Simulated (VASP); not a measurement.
# ScBSbP3 (Pmmm) in VASP: a series of runs, part 2 of 2

VASP 6.6.1. Earlier steps stand in the parts before.

### 3 Single point, PBE

This run uses another cell than the first one, of 26.66 Å³/atom.

INCAR

```
PREC = Accurate ; ENCUT = 520
EDIFF = 1E-7 ; ISMEAR = 0
SIGMA = 0.1 ; LREAL = False
LASPH = True ; NELM = 100
ALGO = Normal ; ISIF = 2
LWAVE = False ; LCHARG = False
GGA = PE ; NBANDS = 26
```

KPOINTS

```
Automatic mesh
0
Gamma
  4 4 2
```

POSCAR

```
ScBSbP3
1.0
    4.2065481450      0.0000000000      0.0000000000
    0.0000000000      4.8398410861      0.0000000000
    0.0000000000      0.0000000000      7.8572388442
Sc B Sb P
1 1 1 3
Direct
    0.0000000000      0.5000000000      0.5000000000
    0.0000000000      0.0000000000      0.0000000000
    0.5000000000      0.0000000000      0.0000000000
    0.5000000000      0.0000000000      0.3491970007
    0.5000000000      0.0000000000      0.6508029993
    0.0000000000      0.0000000000      0.5000000000
```

Potentials or basis: VASP PAW PBE potentials, release 64 (Sc_sv, B, Sb, P).

Started as:

```bash
$ cat potpaw_PBE.64/Sc_sv/POTCAR potpaw_PBE.64/B/POTCAR potpaw_PBE.64/Sb/POTCAR potpaw_PBE.64/P/POTCAR > POTCAR
$ mpirun -np 1 vasp_std > vasp.out
```

OUTCAR:

```text
PREC = Accurate
   ENCUT = 520
   EDIFF = 1E-7
   ISMEAR = 0
   LREAL = False
   LASPH = True
   NELM = 100
   ISIF = 2
   GGA = PE

 ion  position               nearest neighbor table
   1  0.000  0.500  0.500-   6 2.42   6 2.42
   2  0.000  0.000  0.000-   3 2.10   3 2.10
   3  0.500  0.000  0.000-   2 2.10   2 2.10   5 2.74   4 2.74
   4  0.500  0.000  0.349-   5 2.37   6 2.41   6 2.41   3 2.74
   5  0.500  0.000  0.651-   4 2.37   6 2.41   6 2.41   3 2.74
   6  0.000  0.000  0.500-   4 2.41   5 2.41   4 2.41   5 2.41   1 2.42   1 2.42

  LATTYP: Found a simple orthorhombic cell.
 ALAT       =     4.2065481450
 B/A-ratio  =     1.1505493148
 C/A-ratio  =     1.8678590078

  Lattice vectors:

 A1 = (   4.2065481450,   0.0000000000,   0.0000000000)
 A2 = (   0.0000000000,   4.8398410861,   0.0000000000)
 A3 = (   0.0000000000,   0.0000000000,   7.8572388442)

Analysis of symmetry for initial positions (statically):
=====================================================================
 Subroutine PRICEL returns:
 Original cell was already a primitive cell.

 Routine SETGRP: Setting up the symmetry group for a
 simple orthorhombic supercell.

 Subroutine GETGRP returns: Found  8 space group operations
 (whereof  8 operations were pure point group operations)
 out of a pool of  8 trial point group operations.

The static configuration has the point symmetry D_2h.

Analysis of symmetry for dynamics (positions and initial velocities):
=====================================================================
 Subroutine PRICEL returns:
 Original cell was already a primitive cell.

[... 124 lines left out ...]
   EFERMI_NEDOS =   21; number of points for ismear=-14 and -15
   IALGO  =     38    algorithm
   IMIX   =      4    mixing-type and parameters
     AMIX     =   0.40;   BMIX     =  1.00
     AMIX_MAG =   1.60;   BMIX_MAG =  1.00
  volume/ion in A,a.u.               =      26.66       179.92
  Fermi-wavevector in a.u.,A,eV,Ry     =   0.976995  1.846252 12.987012  0.954518
  Thomas-Fermi vector in A             =   2.107657
   LORBIT       =      0    0 simple, 1 ext, 2 COOP (PROOUT), +10 PAW based schemes
   GGA     = PE    functional components
   LHFCALC =     F    Hartree Fock is set to
   AEXX    =    0.0000 exact exchange contribution
   IVDW    =     0    specifies the selected vdW correction
   LEPSILON=     F    determine dielectric tensor
   LRPA    =     F    only Hartree local field effects (RPA)
 non-spin polarized calculation
 Gauss-broadening in eV      SIGMA  =   0.10
  energy-cutoff  :      520.00
  volume of cell :      159.97
 maximum number of plane-waves:      4344
 NGX is ok and might be reduce to    32
   NGX = 15   NGY = 17   NGZ = 29

 number of electron      34.0000003 magnetization

 Free energy of the ion-electron system (eV)
  ---------------------------------------------------
  ext. energy  EPLUGINS =         0.00000000
  ---------------------------------------------------
  free energy    TOTEN  =       -28.52670877 eV

  energy without entropy =      -28.50871746  energy(sigma->0) =      -28.51771312

 E-fermi :   3.4348     XC(G=0):  -8.3323

 val. band max:        3.4104948323   @ k =   0.5000   0.2500   0.0000
 cond. band min:       3.4806865406   @ k =   0.5000   0.2500   0.5000
 fundamental gap:      0.0701917083
 Fermi energy:         3.4347796669

 k-point     1 :       0.0000    0.0000    0.0000
  band No.  band energies     occupation
      1     -47.1309      2.00000
      2     -25.9061      2.00000
      3     -25.8232      2.00000
      4     -25.5786      2.00000
      5     -10.6925      2.00000
      6      -7.7125      2.00000
[... 511 lines left out ...]
     25       6.1187      0.00000
     26       6.9147      0.00000

------------------------ aborting loop because EDIFF is reached ----------------------------------------

  FORCE on cell =-STRESS in cart. coord.  units (eV):
  Direction    XX          YY          ZZ          XY          YZ          ZX
  --------------------------------------------------------------------------------------
  -------------------------------------------------------------------------------------
  Total        0.2530717      0.1754928     -0.2098924     -0.0000000      0.0000000      0.0000000
  in kB        2.5347043      1.7576928     -2.1022306     -0.0000000      0.0000000      0.0000000
  external PRESSURE =       0.7300555 kB  Pullay stress =       0.0000000 kB

 VOLUME and BASIS-vectors are now :
 -----------------------------------------------------------------------------
  energy-cutoff  :      520.00
  volume of cell :      159.97
      direct lattice vectors                 reciprocal lattice vectors
     4.206548145  0.000000000  0.000000000     0.237724606  0.000000000  0.000000000
     0.000000000  4.839841086  0.000000000     0.000000000  0.206618354  0.000000000
     0.000000000  0.000000000  7.857238844     0.000000000  0.000000000  0.127271172

 POSITION                                       TOTAL-FORCE (eV/Angst)
 -----------------------------------------------------------------------------------
      0.00000      2.41992      3.92862         0.000000      0.000000      0.000000
      0.00000      0.00000      0.00000         0.000000      0.000000      0.000000
      2.10327      0.00000      0.00000         0.000000      0.000000      0.000000
      2.10327      0.00000      2.74372        -0.000000     -0.000000      0.040471
      2.10327      0.00000      5.11351         0.000000      0.000000     -0.040471
      0.00000      0.00000      3.92862         0.000000      0.000000      0.000000
 -----------------------------------------------------------------------------------
    total drift:                                0.000000      0.000000      0.000000

  FREE ENERGIE OF THE ION-ELECTRON SYSTEM (eV)
  ---------------------------------------------------
  free  energy   TOTEN  =       -28.5267087747 eV

  energy  without entropy=      -28.5087174618  energy(sigma->0) =      -28.51771312
```

Run time: 40 s. Hardware: 1 thread of Intel Xeon 6975P-C (Granite Rapids), shared host; peak memory 0.3 GiB.

What came out:

* Free energy: -28.5267 eV
* Pressure: 0.1 GPa
* Largest force: 0.040 eV/Å
* Band gap on the k mesh: zero (bands 17 and 18 overlap by 1.52 eV)

Forces on the atoms (eV/Å):
```
Sc   0.000  0.000  0.000
B    0.000  0.000  0.000
Sb   0.000  0.000  0.000
P    0.000  0.000  0.040
P    0.000  0.000 -0.040
P    0.000  0.000  0.000
```

Stress tensor (GPa, compression positive):
```
 0.25  0.00  0.00
 0.00  0.18  0.00
 0.00  0.00 -0.21
```

Levels at points of the mesh, in eV from the Fermi level:
```
           k point  band 13  band 14  band 15  band 16  band 17  band 18  band 19  band 20  band 21  band 22
(0.00, 0.00, 0.00)    -2.93    -1.89    -1.25    -1.21    -0.78    -0.37    -0.13     0.46     1.10     1.19
(0.50, 0.00, 0.00)    -2.16    -1.51    -0.13    -0.10    -0.04     0.29     0.41     0.59     0.94     1.16
(0.00, 0.50, 0.00)    -3.02    -2.93    -1.57    -1.53    -1.01    -0.72    -0.52     0.97     1.13     1.90
(0.50, 0.50, 0.00)    -3.03    -1.41    -1.39    -0.88    -0.29     0.26     0.99     1.27     1.40     1.88
(0.00, 0.00, 0.50)    -2.35    -1.93    -1.05    -0.62    -0.17     0.37     0.43     0.47     0.96     1.06
(0.50, 0.00, 0.50)    -2.16    -1.21    -0.96     0.21     0.79     0.80     0.81     1.20     1.32     1.92
(0.00, 0.50, 0.50)    -3.24    -2.08    -1.77    -0.80    -0.69    -0.07     0.50     0.73     1.12     1.87
(0.50, 0.50, 0.50)    -3.52    -2.12    -0.71    -0.24    -0.09     0.94     0.98     1.82     1.85     2.22
```

Caveat: the k points lie up to 0.40 Å⁻¹ apart, too coarse for converged energies and pressures of a metal; spin-orbit coupling is left out, which moves the levels of the heavy elements.
